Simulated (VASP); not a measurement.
A run of VASP 6.6.1 is set up as follows.

INCAR

```
PREC = Accurate
ENCUT = 600
EDIFF = 1E-6
ISMEAR = 0
SIGMA = 0.1
LREAL = False
LASPH = True
NELM = 100
ALGO = Fast
ISIF = 4
LWAVE = False
LCHARG = False
GGA = PE
IBRION = 2
NSW = 50
EDIFFG = -0.01
```

The input KPOINTS:

```
regular mesh
0
Gamma
  14 10 6
```

POSCAR

```
AlCu5
1.0
    2.6403709613      0.0000000000      0.0000000000
    0.0000000000      3.5131090844      0.0000000000
    0.0000000000      0.0000000000      7.7795759456
Al Cu
1 5
Direct
    0.5000000000      0.5000000000      0.0000000000
    0.0000000000      0.0000000000      0.8295071757
    0.0000000000      0.0000000000      0.1704928243
    0.5000000000      0.5000000000      0.3362873296
    0.0000000000      0.0000000000      0.5000000000
    0.5000000000      0.5000000000      0.6637126704
```

Potentials or basis: VASP PAW PBE potentials, release 64 (Al, Cu).

The run is started by

```console
$ cat potpaw_PBE.64/Al/POTCAR potpaw_PBE.64/Cu/POTCAR > POTCAR
$ mpirun -np 1 vasp_std > vasp.out
```

(1) Estimate the band gap on the k mesh.

Results:

(1) zero (bands 29 and 30 overlap by 3.80 eV).
